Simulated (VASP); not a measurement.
# P in VASP: a series of runs

Runs on P. Level: PBE+D3(BJ). Tasks: single point.

Everything below comes from runs of VASP 6.6.1. Logs are shortened: lines on timing, memory, paths and dates and some standing lists are left out, and cuts for length are marked.

**1. The cell of the first run**

The cell holds a slab with vacuum, 4 atoms: a = 3.323 Å, b = 4.167 Å, c = 30.337 Å, α = 90.00°, β = 90.00°, γ = 90.00°.

**2. Single point, PBE+D3(BJ) (a layer taken out of the bulk)**

INCAR

```
ALGO = Normal
DIPOL = 0.5 0.5 0.500
EDIFF = 1E-6
ENCUT = 400
GGA = PE
GGA_COMPAT = False
IDIPOL = 3
ISIF = 2
ISMEAR = 0
IVDW = 12
LASPH = True
LCHARG = False
LDIPOL = True
LREAL = False
LWAVE = False
NBANDS = 18
NELM = 120
NELMDL = -8
PREC = Accurate
SIGMA = 0.1
```

KPOINTS

```
k-points
0
Gamma
  6 4 1
```

POSCAR

```
P
1.0
    3.3225242949      0.0000000000      0.0000000000
    0.0000000000      4.1668621241      0.0000000000
    0.0000000000      0.0000000000     30.3367098730
P
4
Direct
    0.5000000000      0.9280971978      0.4642618638
    0.0000000000      0.5719028022      0.4642618638
    0.5000000000      0.0719028022      0.5357381362
    0.0000000000      0.4280971978      0.5357381362
```

Potentials or basis: VASP PAW PBE potentials, release 64 (P).

The run is started by

```console
cat potpaw_PBE.64/P/POTCAR > POTCAR
mpirun -np 1 vasp_std > vasp.out
```

OUTCAR:

```text
EDIFF = 1E-6
   ENCUT = 400
   GGA = PE
   ISIF = 2
   ISMEAR = 0
   IVDW = 12
   LASPH = True
   LREAL = False
   NELM = 120
   NELMDL = -8
   PREC = Accurate
 IVDW          = 12

 ion  position               nearest neighbor table
   1  0.500  0.928  0.464-   2 2.23   2 2.23   3 2.25
   2  0.000  0.572  0.464-   1 2.23   1 2.23   4 2.25
   3  0.500  0.072  0.536-   4 2.23   4 2.23   1 2.25
   4  0.000  0.428  0.536-   3 2.23   3 2.23   2 2.25

  LATTYP: Found a simple orthorhombic cell.
 ALAT       =     3.3225242949
 B/A-ratio  =     1.2541254041
 C/A-ratio  =     9.1306209317

  Lattice vectors:

 A1 = (   3.3225242949,   0.0000000000,   0.0000000000)
 A2 = (   0.0000000000,   4.1668621241,   0.0000000000)
 A3 = (   0.0000000000,   0.0000000000,  30.3367098730)

Analysis of symmetry for initial positions (statically):
=====================================================================
 Subroutine PRICEL returns:
 Original cell was already a primitive cell.

 Routine SETGRP: Setting up the symmetry group for a
 simple orthorhombic supercell.

 Subroutine GETGRP returns: Found  8 space group operations
 (whereof  4 operations were pure point group operations)
 out of a pool of  8 trial point group operations.

The static configuration has the point symmetry C_2h.
 The point group associated with its full space group is D_2h.

Analysis of symmetry for dynamics (positions and initial velocities):
=====================================================================
 Subroutine PRICEL returns:
 Original cell was already a primitive cell.

 Routine SETGRP: Setting up the symmetry group for a
 simple orthorhombic supercell.

 Subroutine GETGRP returns: Found  8 space group operations
 (whereof  4 operations were pure point group operations)
 out of a pool of  8 trial point group operations.

The dynamic configuration has the point symmetry C_2h.
 The point group associated with its full space group is D_2h.

 Subroutine INISYM returns: Found  8 space group operations
 (whereof  4 operations are pure point group operations),
 and found     1 'primitive' translations

----------------------------------------------------------------------------------------

                                     Primitive cell

  volume of cell :     419.9966

  direct lattice vectors                    reciprocal lattice vectors
     3.322524295  0.000000000  0.000000000     0.300975978  0.000000000  0.000000000
     0.000000000  4.166862124  0.000000000     0.000000000  0.239988742  0.000000000
     0.000000000  0.000000000 30.336709873     0.000000000  0.000000000  0.032963364

  length of vectors
     3.322524295  4.166862124 30.336709873     0.300975978  0.239988742  0.032963364

  position of ions in fractional coordinates (direct lattice)
     0.500000000  0.928097198  0.464261864
     0.000000000  0.571902802  0.464261864
     0.500000000  0.071902802  0.535738136
     0.000000000  0.428097198  0.535738136

  ion indices of the primitive-cell ions
   primitive index   ion index
                 1           1
                 2           2
                 3           3
                 4           4

----------------------------------------------------------------------------------------

 KPOINTS: k-points

Automatic generation of k-mesh.
 Grid dimensions read from file:
 generate k-points for:    6    4    1

 Generating k-lattice:

  Cartesian coordinates                     Fractional coordinates (reciprocal lattice)
     0.050162663  0.000000000  0.000000000     0.166666667  0.000000000  0.000000000
     0.000000000  0.059997186  0.000000000     0.000000000  0.250000000  0.000000000
     0.000000000  0.000000000  0.032963364     0.000000000  0.000000000  1.000000000

  Length of vectors
     0.050162663  0.059997186  0.032963364

  Shift w.r.t. Gamma in fractional coordinates (k-lattice)
     0.000000000  0.000000000  0.000000000

 Subroutine IBZKPT returns following result:
 ===========================================

 Found     12 irreducible k-points:

 Following reciprocal coordinates:
            Coordinates               Weight
  0.000000  0.000000  0.000000      1.000000
  0.166667  0.000000  0.000000      2.000000
  0.333333  0.000000  0.000000      2.000000
  0.500000  0.000000  0.000000      1.000000
  0.000000  0.250000  0.000000      2.000000
  0.166667  0.250000  0.000000      4.000000
  0.333333  0.250000  0.000000      4.000000
  0.500000  0.250000  0.000000      2.000000
  0.000000  0.500000  0.000000      1.000000
  0.166667  0.500000  0.000000      2.000000
  0.333333  0.500000  0.000000      2.000000
  0.500000  0.500000  0.000000      1.000000
   k-points           NKPTS =     12   k-points in BZ     NKDIM =     12   number of bands    NBANDS=     18
   number of dos      NEDOS =    301   number of ions     NIONS =      4
   total plane-waves  NPLWV = 134400
   dimension x,y,z NGX =    24 NGY =   28 NGZ =  200
   dimension x,y,z NGXF=    48 NGYF=   56 NGZF=  400
   ions per type =               4
   NGX,Y,Z   is equivalent  to a cutoff of  12.01, 11.17, 10.96 a.u.
   NGXF,Y,Z  is equivalent  to a cutoff of  24.02, 22.34, 21.92 a.u.
 SYSTEM =  unknown system
   PREC   = accura    normal or accurate (medium, high low for compatibility)
   ISTART =      0    job   : 0-new  1-cont  2-samecut
   ICHARG =      2    charge: 1-file 2-atom 10-const
   ISPIN  =      1    spin polarized calculation?
   LNONCOLLINEAR =      F non collinear calculations
   LSORBIT =      F    spin-orbit coupling
   LASPH  =      T    aspherical Exc in radial PAW
   ENCUT  =  400.0 eV  29.40 Ry    5.42 a.u.   5.42  6.80 49.47*2*pi/ulx,y,z
   NELM   =    120;   NELMIN=  2; NELMDL= -8     # of ELM steps
   EDIFF  = 0.1E-05   stopping-criterion for ELM
   LREAL  =      F    real-space projection
[... 7 lines left out ...]
   TEBEG  =    0.0;   TEEND  =   0.0 temperature during run
   PSTRESS=    0.0 pullay stress
   NELECT =      20.0000    total number of electrons
   NUPDOWN=      -1.0000    fix difference up-down
   EMIN   =  10.00;   EMAX   =-10.00  energy-range for DOS
   EFERMI =   0.00;   METHOD = LEGACY
   ISMEAR =     0;   SIGMA  =   0.10  broadening in eV -4-tet -1-fermi 0-gaus
   EFERMI_NEDOS =   21; number of points for ismear=-14 and -15
   IALGO  =     38    algorithm
   IMIX   =      4    mixing-type and parameters
     AMIX     =   0.40;   BMIX     =  1.00
     AMIX_MAG =   1.60;   BMIX_MAG =  1.00
  volume/ion in A,a.u.               =     105.00       708.57
  Fermi-wavevector in a.u.,A,eV,Ry     =   0.593385  1.121334  4.790682  0.352105
  Thomas-Fermi vector in A             =   1.642563
   LORBIT       =      0    0 simple, 1 ext, 2 COOP (PROOUT), +10 PAW based schemes
   GGA     = PE    functional components
   LHFCALC =     F    Hartree Fock is set to
   AEXX    =    0.0000 exact exchange contribution
   IVDW    =    12    specifies the selected vdW correction
   LEPSILON=     F    determine dielectric tensor
   LRPA    =     F    only Hartree local field effects (RPA)
 non-spin polarized calculation
 Gauss-broadening in eV      SIGMA  =   0.10
  energy-cutoff  :      400.00
  volume of cell :      420.00
 maximum number of plane-waves:      7694
 NGX is ok and might be reduce to    24
   NGX = 11   NGY = 13   NGZ = 99

 number of electron      20.0000005 magnetization

 dipolmoment           0.000000      0.000000      0.000000 electrons x Angstroem

 Free energy of the ion-electron system (eV)
  ---------------------------------------------------
  ext. energy  EPLUGINS =         0.00000000
  ---------------------------------------------------
  free energy    TOTEN  =       -21.33339296 eV

  energy without entropy =      -21.33308175  energy(sigma->0) =      -21.33323736

 E-fermi :  -2.4618     XC(G=0):  -2.1423

 val. band max:       -2.6265888383   @ k =   0.0000   0.0000   0.0000
 cond. band min:      -2.2970315690   @ k =   0.0000   0.0000   0.0000
 fundamental gap:      0.3295572693
 Fermi energy:        -2.4618101656

 k-point     1 :       0.0000    0.0000    0.0000
  band No.  band energies     occupation
      1     -18.0708      2.00000
      2     -15.3118      2.00000
      3     -11.3173      2.00000
      4      -8.6283      2.00000
      5      -7.6021      2.00000
      6      -6.9525      2.00000
[... 10 lines left out ...]
     17       1.9782      0.00000
     18       2.2159      0.00000

 k-point     2 :       0.1667    0.0000    0.0000
  band No.  band energies     occupation
      1     -17.7415      2.00000
      2     -14.9716      2.00000
      3     -11.7548      2.00000
      4      -8.3595      2.00000
      5      -7.8019      2.00000
      6      -7.4384      2.00000
[... 10 lines left out ...]
     17       2.2281      0.00000
     18       2.3577      0.00000

 k-point     3 :       0.3333    0.0000    0.0000
  band No.  band energies     occupation
      1     -16.7700      2.00000
      2     -13.9597      2.00000
      3     -13.3125      2.00000
      4     -10.1137      2.00000
      5      -7.6853      2.00000
      6      -7.6514      2.00000
[... 10 lines left out ...]
     17       2.8672      0.00000
     18       3.0589      0.00000

 k-point     4 :       0.5000    0.0000    0.0000
  band No.  band energies     occupation
      1     -15.2221      2.00000
      2     -15.2221      2.00000
      3     -12.3089      2.00000
      4     -12.3089      2.00000
      5      -7.1933      2.00000
      6      -7.1933      2.00000
[... 123 lines left out ...]
      4     -11.4264      2.00000
      5      -7.3546      2.00000
      6      -7.3546      2.00000
[... 10 lines left out ...]
     17       3.6430      0.00000
     18       3.6430      0.00000

 k-point    11 :       0.3333    0.5000    0.0000
  band No.  band energies     occupation
      1     -15.4337      2.00000
      2     -15.4337      2.00000
      3     -11.6195      2.00000
      4     -11.6195      2.00000
      5      -8.8561      2.00000
      6      -8.8561      2.00000
[... 10 lines left out ...]
     17       4.6795      0.00000
     18       4.6797      0.00000

 k-point    12 :       0.5000    0.5000    0.0000
  band No.  band energies     occupation
      1     -14.6391      2.00000
      2     -14.6391      2.00000
      3     -12.5175      2.00000
      4     -12.5175      2.00000
      5      -8.0926      2.00000
      6      -8.0926      2.00000
[... 10 lines left out ...]
     17       3.6634      0.00000
     18       3.6634      0.00000

------------------------ aborting loop because EDIFF is reached ----------------------------------------

 vacuum level on the upper side and lower side of the slab       (xc-potential included)        -0.006        -0.006

 Edisp (eV)   -1.04481

 E8    (eV) :    -0.4237

  FORCE on cell =-STRESS in cart. coord.  units (eV):
  Direction    XX          YY          ZZ          XY          YZ          ZX
  --------------------------------------------------------------------------------------
  -------------------------------------------------------------------------------------
  Total       0.96170     0.94034    -0.92965     0.00000    -0.00000     0.00000
  in kB       3.66865     3.58714    -3.54637     0.00000    -0.00000     0.00000
  external pressure =        1.24 kB  Pullay stress =        0.00 kB

 VOLUME and BASIS-vectors are now :
 -----------------------------------------------------------------------------
  energy-cutoff  :      400.00
  volume of cell :      420.00
      direct lattice vectors                 reciprocal lattice vectors
     3.322524295  0.000000000  0.000000000     0.300975978  0.000000000  0.000000000
     0.000000000  4.166862124  0.000000000     0.000000000  0.239988742  0.000000000
     0.000000000  0.000000000 30.336709873     0.000000000  0.000000000  0.032963364

 POSITION                                       TOTAL-FORCE (eV/Angst)
 -----------------------------------------------------------------------------------
      1.66126      3.86725     14.08418         0.000000     -0.058008      0.212759
      0.00000      2.38304     14.08418         0.000000      0.058008      0.212759
      1.66126      0.29961     16.25253         0.000000      0.058008     -0.212759
      0.00000      1.78382     16.25253        -0.000000     -0.058008     -0.212759
 -----------------------------------------------------------------------------------
    total drift:                               -0.000000      0.000000      0.000000

  FREE ENERGIE OF THE ION-ELECTRON SYSTEM (eV)
  ---------------------------------------------------
  free  energy   TOTEN  =       -22.3782065204 eV

  energy  without entropy=      -22.3778953137  energy(sigma->0) =      -22.37805092

 vacuum level on the upper side and lower side of the slab         1.952         1.952
```

Run time: 1.7 min. Hardware: 1 thread of AMD EPYC 7R43 (Zen 3), shared host; peak memory 0.33 GiB.

Results:

```yaml
Free_energy: -22.3782 eV
Largest_force: 0.221 eV/Å
Band_gap_on_the_k_mesh: 0.33 eV
Dispersion_energy_per_atom: -0.261 eV
```

Forces on the atoms (eV/Å):
```
P    0.000 -0.058  0.213
P    0.000  0.058  0.213
P    0.000  0.058 -0.213
P    0.000 -0.058 -0.213
```

Levels at points of the mesh, in eV from the valence-band top:
| k point | band 7 | band 8 | band 9 | band 10 | band 11 | band 12 | band 13 | band 14 |
| --- | --- | --- | --- | --- | --- | --- | --- | --- |
| (0.00, 0.00, 0.00) | -3.85 | -2.29 | -2.02 | 0.00 | 0.33 | 1.30 | 2.60 | 3.67 |
| (0.50, 0.00, 0.00) | -2.80 | -2.80 | -2.20 | -2.20 | 1.37 | 1.37 | 1.51 | 1.51 |
| (0.00, 0.50, 0.00) | -2.75 | -2.75 | -0.74 | -0.74 | 1.90 | 1.90 | 2.91 | 2.91 |
| (0.50, 0.50, 0.00) | -5.22 | -5.22 | -1.77 | -1.77 | 2.26 | 2.26 | 5.11 | 5.11 |

Caveat: the cell differs from its parent crystal (a layer taken out of the bulk); semilocal functionals underestimate gaps, and a narrow one can read as zero.

**3. Single point, PBE+D3(BJ)**

This run uses another cell than the first one.

INCAR

```
SYSTEM = P
PREC = Accurate ; ENCUT = 400
EDIFF = 1E-6 ; ISMEAR = 0
SIGMA = 0.05 ; LREAL = .FALSE.
LASPH = .TRUE. ; NELM = 120
ALGO = Normal ; ISIF = 2
LWAVE = .FALSE. ; LCHARG = .TRUE.
LDIPOL = .TRUE. ; IDIPOL = 3
DIPOL = 0.5 0.5 0.256 ; GGA = PE
IVDW = 12 ; LELF = .TRUE.
LVHAR = .TRUE. ; LVACPOTAV = .TRUE.
NBANDS = 18 ; GGA_COMPAT = .FALSE.
NELMDL = -8
```

KPOINTS

```
Automatic mesh
0
G
  8 6 1
  0 0 0
```

POSCAR

```
P
1.0
    3.2961869271      0.0000000000      0.0000000000
    0.0000000000      4.4391555608      0.0000000000
    0.0000000000      0.0000000000     21.7461973993
P
4
Direct
    0.5000000000      0.9174951521      0.2069327302
    0.0000000000      0.5825048479      0.2069327302
    0.5000000000      0.0825048479      0.3045635326
    0.0000000000      0.4174951521      0.3045635326
```

Potentials or basis: VASP PAW PBE potentials, release 64 (P).

The run is started by

```console
cat potpaw_PBE.64/P/POTCAR > POTCAR
mpirun -np 1 vasp_std > vasp.out
```

Run time: 2.2 min. Hardware: 1 thread of AMD EPYC 7R43 (Zen 3), shared host; peak memory 0.29 GiB.

It converged, with:

```
Free energy                : -22.4364 eV
Largest force              : 0.054 eV/Å
Band gap on the k mesh     : 0.75 eV
Dispersion energy per atom : -0.247 eV
```

Forces in eV/Å, atoms in the order of the input:
```
P    0.000 -0.028  0.046
P    0.000  0.028  0.046
P    0.000  0.028 -0.046
P    0.000 -0.028 -0.046
```

Levels at points of the mesh, in eV from the valence-band top:
```tsv
k point	band 6	band 7	band 8	band 9	band 10	band 11	band 12	band 13	band 14	band 15
(0.00, 0.00, 0.00)	-4.55	-3.45	-1.87	-1.76	0.00	0.75	1.58	2.74	3.47	4.36
(0.50, 0.00, 0.00)	-4.80	-2.74	-2.74	-2.03	-2.03	1.31	1.31	1.96	1.96	3.55
(0.00, 0.50, 0.00)	-3.10	-2.55	-2.55	-1.03	-1.03	2.11	2.11	3.48	3.48	3.60
(0.50, 0.50, 0.00)	-5.00	-4.87	-4.87	-1.31	-1.31	2.42	2.42	4.28	4.28	5.68
```

Caveat: semilocal functionals underestimate gaps, and a narrow one can read as zero.
